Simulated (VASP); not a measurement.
# SnO (P1) in VASP: single point with r2SCAN

Aim: the single point of SnO with r2SCAN.

Everything below comes from runs of VASP 6.6.1. Logs are shortened: lines on timing, memory, paths and dates and some standing lists are left out, and cuts for length are marked.

## (1) The cell of the first run

The typed cell holds 4 atoms: a = 3.318 Å, b = 5.570 Å, c = 4.221 Å, α = 89.77°, β = 91.06°, γ = 88.98°.

## (2) Single point, r2SCAN (atoms moved at random and the cell strained at random)

The input, POSCAR:

```
SnO
1.0
    3.3175261209      0.0295550462     -0.0308152553
    0.0499845473      5.5699508577      0.0116625293
   -0.0387782085      0.0086778192      4.2209797738
Sn O
2 2
Direct
   -0.0140406196      0.2288523629      0.5012355461
    0.5088411925      0.7639291248      0.0208237563
    0.0035732841      0.8888942803      0.7399380304
    0.5016261430      0.1183242320      0.2380046671
```

The input, INCAR.step1:

```
PREC = Accurate
ENCUT = 520
ISMEAR = 0
SIGMA = 0.05
LREAL = F
LASPH = T
NELM = 100
NBANDS = 28
GGA = PE
ALGO = Normal
EDIFF = 1E-4
LWAVE = T
LCHARG = F
```

The input, INCAR.step2:

```
PREC = Accurate
ENCUT = 520
EDIFF = 1E-6
ISMEAR = 0
SIGMA = 0.05
LREAL = F
LASPH = T
NELM = 100
ALGO = Normal
ISIF = 2
LWAVE = F
LCHARG = F
METAGGA = R2SCAN
LMIXTAU = T
NBANDS = 28
ISTART = 1
```

The input, KPOINTS:

```
regular mesh
0
Gamma
  8 6 6
```

Potentials or basis: VASP PAW PBE potentials, release 64 (Sn_d, O).

Command:

```console
cat potpaw_PBE.64/Sn_d/POTCAR potpaw_PBE.64/O/POTCAR > POTCAR
cp INCAR.step1 INCAR
mpirun -np 1 vasp_std > vasp.out
cp INCAR.step2 INCAR
mpirun -np 1 vasp_std > vasp.out
```

OUTCAR:

```text
PREC = Accurate
   ENCUT = 520
   EDIFF = 1E-6
   ISMEAR = 0
   LREAL = F
   LASPH = T
   NELM = 100
   ISIF = 2
   METAGGA = R2SCAN
   ISTART = 1

 ion  position               nearest neighbor table
   1  0.986  0.229  0.501-   4 2.04   4 2.14   3 2.14   2 3.66   2 3.72
   2  0.509  0.764  0.021-   3 2.14   3 2.17   4 2.18   1 3.66   1 3.72
   3  0.004  0.889  0.740-   2 2.14   1 2.14   2 2.17
   4  0.502  0.118  0.238-   1 2.04   1 2.14   2 2.18

  LATTYP: Found a triclinic cell.
 ALAT       =     5.3206323231
 B/A-ratio  =     0.6235726645
 C/A-ratio  =     1.3161228057
 COS(alpha) =     0.0030828229
 COS(beta)  =     0.4827247201
 COS(gamma) =     0.6089312571

  Lattice vectors:

 A1 = (   3.2787479124,   0.0382328654,   4.1901645185)
 A2 = (   3.3175261209,   0.0295550462,  -0.0308152553)
 A3 = (   0.0112063388,   5.5786286769,   4.2326423031)

Analysis of symmetry for initial positions (statically):
=====================================================================
 Subroutine PRICEL returns:
 Original cell was already a primitive cell.

 Routine SETGRP: Setting up the symmetry group for a
 triclinic supercell.

 Subroutine GETGRP returns: Found  1 space group operations
 (whereof  1 operations were pure point group operations)
 out of a pool of  2 trial point group operations.

The static configuration has the point symmetry C_1 .

Analysis of symmetry for dynamics (positions and initial velocities):
=====================================================================
 Subroutine PRICEL returns:
 Original cell was already a primitive cell.

 Routine SETGRP: Setting up the symmetry group for a
 triclinic supercell.

 Subroutine GETGRP returns: Found  1 space group operations
 (whereof  1 operations were pure point group operations)
 out of a pool of  2 trial point group operations.

The dynamic configuration has the point symmetry C_1 .

 Subroutine INISYM returns: Found  1 space group operations
 (whereof  1 operations are pure point group operations),
 and found     1 'primitive' translations

----------------------------------------------------------------------------------------

                                     Primitive cell

  volume of cell :      77.9839

  direct lattice vectors                    reciprocal lattice vectors
     3.317526121  0.029555046 -0.030815255     0.301479360 -0.002711276  0.002775270
     0.049984547  5.569950858  0.011662529    -0.001603133  0.179549988 -0.000383861
    -0.038778209  0.008677819  4.220979774     0.002205379 -0.000515889  0.236933141

  length of vectors
     3.317800875  5.570187342  4.221166818     0.301504325  0.179557555  0.236943967

  position of ions in fractional coordinates (direct lattice)
     0.985959380  0.228852363  0.501235546
     0.508841193  0.763929125  0.020823756
     0.003573284  0.888894280  0.739938030
     0.501626143  0.118324232  0.238004667

  ion indices of the primitive-cell ions
   primitive index   ion index
                 1           1
                 2           2
                 3           3
                 4           4

----------------------------------------------------------------------------------------

 KPOINTS: regular mesh

Automatic generation of k-mesh.
 Grid dimensions read from file:
 generate k-points for:    8    6    6

 Generating k-lattice:

  Cartesian coordinates                     Fractional coordinates (reciprocal lattice)
     0.037684920 -0.000338910  0.000346909     0.125000000  0.000000000  0.000000000
    -0.000267189  0.029924998 -0.000063977    -0.000000000  0.166666667  0.000000000
     0.000367563 -0.000085981  0.039488857     0.000000000  0.000000000  0.166666667

  Length of vectors
     0.037688041  0.029926259  0.039490661

  Shift w.r.t. Gamma in fractional coordinates (k-lattice)
     0.000000000  0.000000000  0.000000000

 Subroutine IBZKPT returns following result:
 ===========================================

 Found    148 irreducible k-points:

 Following reciprocal coordinates:
            Coordinates               Weight
  0.000000  0.000000  0.000000      1.000000
  0.125000 -0.000000 -0.000000      2.000000
  0.250000 -0.000000 -0.000000      2.000000
  0.375000 -0.000000 -0.000000      2.000000
  0.500000 -0.000000 -0.000000      1.000000
 -0.000000  0.166667  0.000000      2.000000
[... 16 lines left out ...]
  0.125000  0.500000 -0.000000      2.000000
  0.250000  0.500000 -0.000000      2.000000
 [... further k-points ...]
   k-points           NKPTS =    148   k-points in BZ     NKDIM =    148   number of bands    NBANDS=     28
   number of dos      NEDOS =    301   number of ions     NIONS =      4
   total plane-waves  NPLWV =  37632
   dimension x,y,z NGX =    28 NGY =   42 NGZ =   32
   dimension x,y,z NGXF=    56 NGYF=   84 NGZF=   64
   ions per type =               2   2
   NGX,Y,Z   is equivalent  to a cutoff of  14.03, 12.54, 12.60 a.u.
   NGXF,Y,Z  is equivalent  to a cutoff of  28.06, 25.07, 25.21 a.u.
 SYSTEM =  unknown system
   PREC   = accura    normal or accurate (medium, high low for compatibility)
   ISTART =      1    job   : 0-new  1-cont  2-samecut
   ICHARG =      0    charge: 1-file 2-atom 10-const
   ISPIN  =      1    spin polarized calculation?
   LNONCOLLINEAR =      F non collinear calculations
   LSORBIT =      F    spin-orbit coupling
   LASPH  =      T    aspherical Exc in radial PAW
   ENCUT  =  520.0 eV  38.22 Ry    6.18 a.u.   6.17 10.36  7.85*2*pi/ulx,y,z
   NELM   =    100;   NELMIN=  2; NELMDL=  0     # of ELM steps
   EDIFF  = 0.1E-05   stopping-criterion for ELM
   LREAL  =      F    real-space projection
   EDIFFG = 0.1E-04   stopping-criterion for IOM
   NSW    =      0    number of steps for IOM
   IBRION =     -1    ionic relax: 0-MD 1-quasi-New 2-CG
   NFREE  =      0    steps in history (QN), initial steepest desc. (CG)
   ISIF   =      2    stress and relaxation
   ISYM   =      2    0-nonsym 1-usesym 2-fastsym
   POTIM  = 0.5000    time-step for ionic-motion
   TEBEG  =    0.0;   TEEND  =   0.0 temperature during run
   PSTRESS=    0.0 pullay stress
   NELECT =      40.0000    total number of electrons
   NUPDOWN=      -1.0000    fix difference up-down
   EMIN   =  10.00;   EMAX   =-10.00  energy-range for DOS
   EFERMI =   0.00;   METHOD = LEGACY
   ISMEAR =     0;   SIGMA  =   0.05  broadening in eV -4-tet -1-fermi 0-gaus
   EFERMI_NEDOS =   21; number of points for ismear=-14 and -15
   IALGO  =     38    algorithm
   IMIX   =      4    mixing-type and parameters
     AMIX     =   0.40;   BMIX     =  1.00
     AMIX_MAG =   1.60;   BMIX_MAG =  1.00
  volume/ion in A,a.u.               =      19.50       131.57
  Fermi-wavevector in a.u.,A,eV,Ry     =   1.310468  2.476426 23.365645  1.717326
  Thomas-Fermi vector in A             =   2.440996
   LORBIT       =      0    0 simple, 1 ext, 2 COOP (PROOUT), +10 PAW based schemes
   METAGGA = R2SCAN    functional components
   LHFCALC =     F    Hartree Fock is set to
   AEXX    =    0.0000 exact exchange contribution
   IVDW    =     0    specifies the selected vdW correction
   LEPSILON=     F    determine dielectric tensor
   LRPA    =     F    only Hartree local field effects (RPA)
 non-spin polarized calculation
 Gauss-broadening in eV      SIGMA  =   0.05
  energy-cutoff  :      520.00
  volume of cell :       77.98
 maximum number of plane-waves:      2122
 NGX is ok and might be reduce to    28
   NGX = 13   NGY = 21   NGZ = 15

 number of electron      40.0000003 magnetization

 Free energy of the ion-electron system (eV)
  ---------------------------------------------------
  ext. energy  EPLUGINS =         0.00000000
  ---------------------------------------------------
  free energy    TOTEN  =       -66.49669572 eV

  energy without entropy =      -66.49669572  energy(sigma->0) =      -66.49669572

 E-fermi :   5.2601     XC(G=0): -10.2936

 val. band max:        4.9916325517   @ k =   0.1250  -0.0000  -0.0000
 cond. band min:       6.6316749000   @ k =   0.3750   0.5000  -0.0000
 fundamental gap:      1.6400423483
 Fermi energy:         5.2601058935

 k-point     1 :       0.0000    0.0000    0.0000
  band No.  band energies     occupation
      1     -17.1073      2.00000
      2     -16.6383      2.00000
      3     -16.5131      2.00000
      4     -16.4776      2.00000
      5     -16.4145      2.00000
      6     -16.4074      2.00000
[... 20 lines left out ...]
     27      14.5267      0.00000
     28      15.1930      0.00000

 k-point     2 :       0.1250   -0.0000   -0.0000
  band No.  band energies     occupation
      1     -17.1032      2.00000
      2     -16.6539      2.00000
      3     -16.5455      2.00000
      4     -16.4662      2.00000
      5     -16.4310      2.00000
      6     -16.4103      2.00000
[... 20 lines left out ...]
     27      14.4777      0.00000
     28      15.3093      0.00000

 k-point     3 :       0.2500   -0.0000   -0.0000
  band No.  band energies     occupation
      1     -17.1032      2.00000
      2     -16.8010      2.00000
      3     -16.5221      2.00000
      4     -16.4644      2.00000
      5     -16.4534      2.00000
      6     -16.4092      2.00000
[... 20 lines left out ...]
     27      13.9686      0.00000
     28      15.3596      0.00000

 k-point     4 :       0.3750   -0.0000   -0.0000
  band No.  band energies     occupation
      1     -17.1111      2.00000
      2     -16.9543      2.00000
      3     -16.4940      2.00000
      4     -16.4814      2.00000
      5     -16.4509      2.00000
      6     -16.3860      2.00000
[... 20 lines left out ...]
     27      13.9236      0.00000
     28      15.4470      0.00000

 k-point     5 :       0.5000   -0.0000   -0.0000
  band No.  band energies     occupation
      1     -17.1105      2.00000
      2     -17.0199      2.00000
      3     -16.4982      2.00000
      4     -16.4759      2.00000
      5     -16.4479      2.00000
      6     -16.3788      2.00000
[... 20 lines left out ...]
     27      14.8527      0.00000
     28      15.0647      0.00000

 k-point     6 :      -0.0000    0.1667    0.0000
  band No.  band energies     occupation
      1     -17.1048      2.00000
      2     -16.6396      2.00000
      3     -16.5128      2.00000
      4     -16.4771      2.00000
      5     -16.4137      2.00000
      6     -16.4068      2.00000
[... 463 lines left out ...]
      5     -16.4323      2.00000
      6     -16.4021      2.00000
[... 20 lines left out ...]
     27      14.7486      0.00000
     28      15.8262      0.00000

 k-point    22 :       0.0000    0.5000    0.0000
  band No.  band energies     occupation
      1     -17.0973      2.00000
      2     -16.6436      2.00000
      3     -16.5121      2.00000
      4     -16.4754      2.00000
      5     -16.4112      2.00000
      6     -16.4045      2.00000
[... 20 lines left out ...]
     27      15.4231      0.00000
     28      16.0036      0.00000

 k-point    23 :       0.1250    0.5000   -0.0000
  band No.  band energies     occupation
      1     -17.0958      2.00000
      2     -16.6551      2.00000
      3     -16.5477      2.00000
      4     -16.4655      2.00000
      5     -16.4319      2.00000
      6     -16.4031      2.00000
[... 20 lines left out ...]
     27      14.6471      0.00000
     28      16.0579      0.00000

 k-point    24 :       0.2500    0.5000   -0.0000
  band No.  band energies     occupation
      1     -17.1018      2.00000
      2     -16.8024      2.00000
      3     -16.5234      2.00000
      4     -16.4674      2.00000
      5     -16.4509      2.00000
      6     -16.3990      2.00000
[... 20 lines left out ...]
     27      14.7543      0.00000
     28      15.7645      0.00000

 [... further k-points ...]

------------------------ aborting loop because EDIFF is reached ----------------------------------------

  FORCE on cell =-STRESS in cart. coord.  units (eV):
  Direction    XX          YY          ZZ          XY          YZ          ZX
  --------------------------------------------------------------------------------------
  -------------------------------------------------------------------------------------
  Total        0.2630486      0.1846443      0.0371804      0.2706326      0.6060377      0.8025539
  in kB        5.4043247      3.7935097      0.7638710      5.5601376     12.4510239     16.4884417
  external PRESSURE =       3.3205685 kB  Pullay stress =       0.0000000 kB

 VOLUME and BASIS-vectors are now :
 -----------------------------------------------------------------------------
  energy-cutoff  :      520.00
  volume of cell :       77.98
      direct lattice vectors                 reciprocal lattice vectors
     3.317526121  0.029555046 -0.030815255     0.301479360 -0.002711276  0.002775270
     0.049984547  5.569950858  0.011662529    -0.001603133  0.179549988 -0.000383861
    -0.038778209  0.008677819  4.220979774     0.002205379 -0.000515889  0.236933141

 POSITION                                       TOTAL-FORCE (eV/Angst)
 -----------------------------------------------------------------------------------
      3.26295      1.30819      2.08799         0.541015      0.495025      0.760840
      1.72547      4.27027      0.08113         0.052442      0.396139     -0.255866
      0.02759      4.95762      3.13352        -0.070328      0.084317      0.098215
      1.66084      0.67595      0.99054        -0.523129     -0.975481     -0.603188
 -----------------------------------------------------------------------------------
    total drift:                               -0.000428     -0.005332      0.003180

  FREE ENERGIE OF THE ION-ELECTRON SYSTEM (eV)
  ---------------------------------------------------
  free  energy   TOTEN  =       -66.4966957179 eV

  energy  without entropy=      -66.4966957179  energy(sigma->0) =      -66.49669572
```

It took 7.2 min on 1 thread of Intel Xeon 6975P-C (Granite Rapids), shared host; peak memory 0.38 GiB.

Results:

| Quantity | Value |
| --- | --- |
| Free energy | -66.4967 eV |
| Pressure | 0.3 GPa |
| Largest force | 1.261 eV/Å |
| Band gap on the k mesh | 1.64 eV (least direct gap 2.14 eV) |

Forces on the atoms (eV/Å):
```
Sn   0.541  0.495  0.761
Sn   0.052  0.396 -0.256
O   -0.070  0.084  0.098
O   -0.523 -0.975 -0.603
```

Levels at points of the mesh, in eV from the valence-band top:
```tsv
k point	band 16	band 17	band 18	band 19	band 20	band 21	band 22	band 23	band 24	band 25
(0.00, 0.00, 0.00)	-4.25	-3.82	-3.06	-2.47	-0.01	2.98	3.65	6.12	6.63	8.63
(0.50, 0.00, 0.00)	-4.83	-3.09	-2.89	-1.40	-1.05	2.71	3.25	5.78	6.05	7.18
(0.00, 0.50, 0.00)	-4.19	-4.10	-3.08	-1.86	-1.45	3.62	4.28	5.23	5.62	7.64
(0.50, 0.50, 0.00)	-4.68	-3.14	-2.97	-1.02	-0.69	2.00	2.45	6.58	6.97	7.75
(0.00, 0.00, 0.50)	-3.77	-3.61	-3.44	-1.92	-1.66	3.06	3.18	5.50	5.83	8.49
(0.50, 0.00, 0.50)	-4.43	-3.54	-3.35	-1.35	-0.92	2.23	2.60	5.12	5.37	7.39
(0.00, 0.50, 0.50)	-3.44	-3.28	-3.17	-1.73	-1.37	2.14	2.35	6.34	6.81	8.37
(0.50, 0.50, 0.50)	-4.57	-3.84	-3.65	-0.59	-0.29	2.63	2.91	4.55	4.77	6.72
```

Caveat: the cell differs from its parent crystal (atoms moved at random and the cell strained at random); the PAW data sets were made with another functional, which shifts forces and pressure a little; spin-orbit coupling is left out, which moves the levels of the heavy elements.
